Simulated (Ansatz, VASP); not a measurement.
**Hg3O: VASP beside Ansatz**

```xyz
4
Lattice="4.3247 0.0000 0.0000 0.0000 4.3247 0.0000 0.0000 0.0000 4.3247" Properties=species:S:1:pos:R:3 pbc="T T T"
Hg    0.0000    2.1624    2.1624
Hg    2.1624    0.0000    2.1624
Hg    2.1624    2.1624    0.0000
O     0.0000    0.0000    0.0000
```

Alike in both runs: task relaxation of cell and atoms; functional PBE; k mesh 12 × 12 × 12; occupations gaussian, width 0.1 eV; no spin polarisation.

|  | VASP | Ansatz |
| --- | --- | --- |
| version | VASP 6.6.1 | Ansatz 0.2.0 |
| potentials or method | VASP PAW PBE potentials, release 64 (Hg, O), cutoff 600 eV | scalar-relativistic, plane waves, PAW |
| valence electrons in the cell | 42 | 66 |

Ansatz gave:

| Quantity | Value |
| --- | --- |
| gap on the k mesh at the Fermi level, each at its own relaxed structure (eV) | none |
| relaxed volume (Å³/atom) | 19.56 |
| relaxed cell length with the largest relative difference (Å) | 4.277 |

What did VASP give for the same quantities?

gap on the k mesh at the Fermi level, each at its own relaxed structure (eV): none; relaxed volume (Å³/atom): 19.74; relaxed cell length with the largest relative difference (Å): 4.290.

A gap of «none» marks a metal or a gap that the smearing closes. VASP's potentials hold 42 valence electrons a cell and Ansatz's 66, so a difference there can come from the potentials and not from the codes.

Neither program's run includes spin-orbit coupling.
